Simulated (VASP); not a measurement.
Ta3W2, 5 atoms in the cell. Symmetry: R-3m, No. 166, trigonal system. The conventional cell has a = 3.067 Å, b = 3.067 Å, c = 32.774 Å, α = 90.00°, β = 90.00°, γ = 120.00°. Within 3.7 Å of Ta (site symmetry 3m) lie 3 W at 2.80 Å and 9 Ta at 2.90 to 3.07 Å. Within 3.7 Å of Ta (site symmetry -3m) lie 6 W at 2.78 Å and 6 Ta at 3.07 Å. W (site symmetry 3m) has 6 Ta at 2.78 to 2.80 Å and 6 W at 3.07 Å within 3.7 Å. 

| Property | Result |
| --- | --- |
| Program | VASP 6.6.1 |
| Task | single point |
| Functional | PBE |
| Potentials or basis | VASP PAW PBE potentials, release 64 (Ta_pv, W_sv) |
| Cutoff | 520 eV |
| k mesh | 6 × 6 × 6 |
| Occupations | gaussian, width 0.1 eV |
| Spin | no spin polarisation |
| Dipole correction | no |
| Further INCAR settings | ALGO = Fast; EDIFF = 1e-06; NBANDS = 38 |

Potentials or basis: VASP PAW PBE potentials, release 64 (Ta_pv, W_sv).

Launch:

```sh
$ cat potpaw_PBE.64/Ta_pv/POTCAR potpaw_PBE.64/W_sv/POTCAR > POTCAR
$ mpirun -np 1 vasp_std > vasp.out
```

Hardware: 1 thread of Intel(R) Xeon(R) Platinum 8175M CPU @ 2.50GHz (Skylake/Cascade Lake) (shared host).

Problem. Estimate the wall time of this run.

Solution. It took 32 min on 1 thread of Intel(R) Xeon(R) Platinum 8175M CPU @ 2.50GHz (Skylake/Cascade Lake), on a shared host, peak memory 1.2 GiB. Counts: scf iterations 16, k points 32.
